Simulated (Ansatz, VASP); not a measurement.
**Ca in VASP and in Ansatz**

```
CELL_PARAMETERS angstrom
-2.24000 2.24000 2.35200
2.24000 -2.24000 2.35200
2.24000 2.24000 -2.35200
ATOMIC_POSITIONS crystal
Ca 0.00000 0.00000 0.00000
```

Change from the starting cell: strain +0.000 along x and y, +0.050 along z, atoms carried along.

Alike in both runs: task single point; functional r2SCAN; k mesh 16 × 16 × 16; occupations gaussian, width 0.15 eV; no spin polarisation.

|  | VASP | Ansatz |
| --- | --- | --- |
| version | VASP 6.6.1 | Ansatz 0.2.0 |
| potentials or method | VASP PAW PBE potentials, release 64 (Ca_sv), cutoff 550 eV | scalar-relativistic, plane waves, PAW |
| valence electrons in the cell | 10 | 10 |

|  | VASP | Ansatz | Ansatz less VASP |
| --- | --- | --- | --- |
| gap on the k mesh at the Fermi level (eV) | none | none | - |
| pressure (GPa) | -1.3 | -1.3 | -0.05 |

VASP's potentials were made for PBE, not for r2SCAN. A gap of «none» marks a metal or a gap that the smearing closes.
